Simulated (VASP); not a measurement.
Write the native input for VASP 6.6.1 that does the following.

```yaml
Task: single point
Functional: PBE
Potentials_or_basis: VASP PAW PBE potentials, release 64 (Li_sv, F)
Cutoff: 520 eV
k_mesh: 9 × 9 × 6
Occupations: gaussian, width 0.05 eV
Spin: no spin polarisation
Dipole_correction: no
Further_INCAR_settings: ALGO = Normal; EDIFF = 1e-06; NBANDS = 18
```

The structure of LiF lies in POSCAR:

```
LiF
1.0
    3.0528171860      0.0000000000      0.0000000000
   -1.5264085930      2.6438172362      0.0000000000
    0.0000000000      0.0000000000      4.9336578542
Li F
2 2
Direct
    0.3333333333      0.6666666667      0.3810713234
    0.6666666667      0.3333333333      0.8810713234
    0.3333333333      0.6666666667      0.9939266766
    0.6666666667      0.3333333333      0.4939266766
```

This cell differs from its parent crystal: volume 9.955 Å^3 an atom, c/a of the conventional cell 1.6161.

These files were run (other wordings do the same):

INCAR

```
ALGO     = Normal         # electronic algorithm
EDIFF    = 1E-6           # SCF threshold, eV
ENCUT    = 520            # plane-wave cutoff, eV
GGA      = PE             # functional
ISIF     = 2              # what is computed and relaxed
ISMEAR   = 0              # smearing method
LASPH    = True           # aspherical terms in the spheres
LCHARG   = False          # write CHGCAR
LREAL    = False          # projectors in reciprocal space
LWAVE    = False          # write WAVECAR
NBANDS   = 18             # bands
NELM     = 60             # most SCF steps
PREC     = Accurate       # precision mode
SIGMA    = 0.05           # smearing width, eV
```

KPOINTS

```
k-points
0
Gamma
  9 9 6
```

Potentials or basis: VASP PAW PBE potentials, release 64 (Li_sv, F).

Run with:

```console
$ cat potpaw_PBE.64/Li_sv/POTCAR potpaw_PBE.64/F/POTCAR > POTCAR
$ mpirun -np 1 vasp_std > vasp.out
```

Results of the run:

```
Largest force          : 0.106 eV/Å
Band gap on the k mesh : 7.83 eV, direct
```

It used 56 s of CPU time on 1 thread of AMD EPYC 7R13 Processor (Zen 3), on a shared host.
